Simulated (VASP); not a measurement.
The system is Te2Mo.

```
Te Mo
1.0
     0.00000    3.49461    3.49461
     3.49461    0.00000    3.49461
     3.49461    3.49461    0.00000
Te Mo
2 1
Direct
  0.25000 0.25000 0.25000
  0.75000 0.75000 0.75000
  0.00000 0.00000 0.00000
```

- Program: VASP 6.6.1
- Task: relaxation of cell and atoms
- Functional: PBE
- Potentials or basis: VASP PAW PBE potentials, release 64 (Te, Mo_sv)
- Cutoff: 600 eV
- k mesh: 4 × 4 × 4
- Occupations: gaussian, width 0.1 eV
- Spin: no spin polarisation

At the start: pressure -9.1 GPa; volume 28.45 Å³/atom.

Question: How do energy, volume and symmetry change on relaxing?

Answer: Over 3 steps the energy falls by 118.5 meV/atom and the volume is 24.82 Å³/atom (-12.8 %); space group Fm-3m (No. 225, to 0.05 Å).

The path:
```csv
step,energy change (eV),largest force (eV/Å),pressure (GPa),volume (Å³)
1,0.0000,0.0000,-9.08,85.35
2,-0.1116,0.0000,11.62,66.95
3,-0.3554,0.0000,-0.14,74.45
```

Final structure:
```cif
data_structure
_symmetry_space_group_name_H-M 'P 1'
_symmetry_Int_Tables_number 1
_cell_length_a 4.7220
_cell_length_b 4.7220
_cell_length_c 4.7220
_cell_angle_alpha 60.000
_cell_angle_beta 60.000
_cell_angle_gamma 60.000
_cell_volume 74.45
loop_
_atom_site_label
_atom_site_type_symbol
_atom_site_fract_x
_atom_site_fract_y
_atom_site_fract_z
_atom_site_occupancy
Te1 Te 0.25000 0.25000 0.25000 1
Te2 Te 0.75000 0.75000 0.75000 1
Mo1 Mo 0.00000 0.00000 0.00000 1
```

Caveat: the k points lie up to 0.41 Å⁻¹ apart in the final cell.
